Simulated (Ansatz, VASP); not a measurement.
One calculation of Fe, two programs

File INCAR:

```
PREC = Accurate ; ENCUT = 520
EDIFF = 1E-7 ; ISMEAR = 0
SIGMA = 0.15 ; LREAL = F
LASPH = T ; NELM = 100
ALGO = Normal ; ISIF = 2
LWAVE = F ; LCHARG = F
GGA = PS ; NBANDS = 15
```

File KPOINTS:

```
Automatic mesh
0
Gamma
  24 24 12
```

File POSCAR:

```
Fe
1.0
    2.4341575853      0.0000000000      0.0000000000
   -1.2170787927      2.1080423057      0.0000000000
    0.0000000000      0.0000000000      3.7650957806
Fe
2
Direct
    0.3333333333      0.6666666667      0.2500000000
    0.6666666667      0.3333333333      0.7500000000
```

Input for Ansatz:

```yaml
crystal:
  lattice:
    - [2.4341575853, 0.0, 0.0]
    - [-1.2170787927, 2.1080423057, 0.0]
    - [0.0, 0.0, 3.7650957806]
  atoms:
    - { symbol: Fe, position: [0.3333333333, 0.6666666667, 0.25] }
    - { symbol: Fe, position: [0.6666666667, 0.3333333333, 0.75] }
basis:
  ecutwfc: 420
kpoints:
  mp_grid: { grid: [24, 24, 12] }
hamiltonian:
  xc: pbesol
scf:
  occupations: { method: gaussian, width: 0.15 }
output:
  forces: true
  stress: true
  eigenvalues: true
```

Change from the starting cell: strain -0.0200 x Voigt [0, 0, 1, 0, 0, 0], atoms carried along.

Alike in both runs: task single point; functional PBEsol; k mesh 24 × 24 × 12; occupations gaussian, width 0.15 eV; no spin polarisation.

```csv
,VASP,Ansatz
version,VASP 6.6.1,Ansatz 0.2.0
potentials or method,"VASP PAW PBE potentials, release 64 (Fe), cutoff 520 eV","scalar-relativistic, plane waves, PAW"
valence electrons in the cell,16,32
```

|  | VASP | Ansatz | Ansatz less VASP |
| --- | --- | --- | --- |
| gap on the k mesh at the Fermi level (eV) | none | none | - |
| pressure (GPa) | 5.2 | 5.7 | +0.52 |
| traceless stress, the component that is largest in VASP (GPa) | 7.31 | 7.70 | +0.391 |

VASP's potentials were made for PBE, not for PBEsol. A gap of «none» marks a metal or a gap that the smearing closes. VASP's potentials hold 16 valence electrons a cell and Ansatz's 32, so a difference there can come from the potentials and not from the codes.
